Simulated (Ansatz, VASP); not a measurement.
**Two plane-wave programs on Hg**

Contents of INCAR:

```
SYSTEM = Hg
PREC     = Accurate       ! precision mode
ENCUT    = 520            ! plane-wave cutoff, eV
EDIFF    = 1E-6           ! SCF threshold, eV
ISMEAR   = 0              ! smearing method
SIGMA    = 0.15           ! smearing width, eV
LREAL    = .False.        ! projectors in reciprocal space
LASPH    = .True.         ! aspherical terms in the spheres
NELM     = 60             ! most SCF steps
ALGO     = Fast           ! electronic algorithm
ISIF     = 2              ! what is computed and relaxed
LWAVE    = .False.        ! write WAVECAR
LCHARG   = .True.         ! write CHGCAR
GGA      = PE             ! functional
IVDW     = 12             ! dispersion correction
LELF     = .True.         ! ELF
LVHAR    = .True.       
NBANDS   = 19             ! bands
```

Contents of KPOINTS:

```
Automatic mesh
0
Gamma
  15 15 8
  0 0 0
```

File POSCAR:

```
Hg
1.0
    3.2963000000      0.0000000000      0.0000000000
   -1.6481500000      2.8546795385      0.0000000000
    0.0000000000      0.0000000000      5.6033000000
Hg
2
Direct
    0.6666666667      0.3333333333      0.7500000000
    0.3333333333      0.6666666667      0.2500000000
```

Input for Ansatz:

```yaml
crystal:
  lattice:
    - [3.2963, 0.0, 0.0]
    - [-1.64815, 2.8546795385, 0.0]
    - [0.0, 0.0, 5.6033]
  atoms:
    - { symbol: Hg, position: [0.6666666667, 0.3333333333, 0.75] }
    - { symbol: Hg, position: [0.3333333333, 0.6666666667, 0.25] }
basis:
  ecutwfc: 420
kpoints:
  mp_grid: { grid: [15, 15, 8] }
hamiltonian:
  xc: pbe
  dispersion: d3bj
scf:
  occupations: { method: gaussian, width: 0.15 }
output:
  forces: true
  stress: true
  eigenvalues: true
```

Alike in both runs: task single point; functional PBE; dispersion D3(BJ); k mesh 15 × 15 × 8; occupations gaussian, width 0.15 eV; no spin polarisation.

|  | VASP | Ansatz |
| --- | --- | --- |
| version | VASP 6.6.1 | Ansatz 0.2.0 |
| potentials or method | VASP PAW PBE potentials, release 64 (Hg), cutoff 520 eV | scalar-relativistic, plane waves, PAW |
| valence electrons in the cell | 24 | 40 |

|  | VASP | Ansatz | Ansatz less VASP |
| --- | --- | --- | --- |
| gap on the k mesh at the Fermi level (eV) | none | none | - |
| pressure (GPa) | -0.2 | -0.4 | -0.19 |
| traceless stress, the component that is largest in VASP (GPa) | -0.82 | -0.79 | +0.035 |

A gap of «none» marks a metal or a gap that the smearing closes. VASP's potentials hold 24 valence electrons a cell and Ansatz's 40, so a difference there can come from the potentials and not from the codes. Ansatz's warnings: level index not settled.

Neither program's run includes spin-orbit coupling.
